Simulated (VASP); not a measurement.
Input of a VASP 6.6.1 run:

INCAR

```
SYSTEM = ZnSeS
PREC     = Accurate       ! precision mode
ENCUT    = 520            ! plane-wave cutoff, eV
EDIFF    = 1E-7           ! SCF threshold, eV
ISMEAR   = 0              ! smearing method
SIGMA    = 0.1            ! smearing width, eV
LREAL    = .FALSE.        ! projectors in reciprocal space
LASPH    = .TRUE.         ! aspherical terms in the spheres
NELM     = 60             ! most SCF steps
ALGO     = Normal         ! electronic algorithm
ISIF     = 2              ! what is computed and relaxed
LWAVE    = .FALSE.        ! write WAVECAR
LCHARG   = .TRUE.         ! write CHGCAR
GGA      = PE             ! functional
LELF     = .TRUE.         ! ELF
LVHAR    = .TRUE.       
NBANDS   = 19             ! bands
```

Contents of KPOINTS:

```
Automatic mesh
0
G
  6 6 4
  0 0 0
```

The input POSCAR:

```
ZnSeS
1.0
    4.3161556553     -0.0000000031      0.0000000000
   -2.1580778250      3.7379004458      0.0000000000
    0.0000000000      0.0000000000      4.6937624861
Zn Se S
1 1 1
Direct
    0.0000000000      0.0000000000      0.5000000000
    0.6666666667      0.3333333333      0.5000000000
    0.0000000000      0.0000000000      0.0000000000
```

Potentials or basis: VASP PAW PBE potentials, release 64 (Zn, Se, S).

The run is started by

```bash
$ cat potpaw_PBE.64/Zn/POTCAR potpaw_PBE.64/Se/POTCAR potpaw_PBE.64/S/POTCAR > POTCAR
$ mpirun -np 1 vasp_std > vasp.out
```

Q: Estimate the pressure.

A: 0.2 GPa.

Q: Estimate the band gap on the k mesh.

A: Zero (bands 12 and 13 overlap by 1.14 eV).
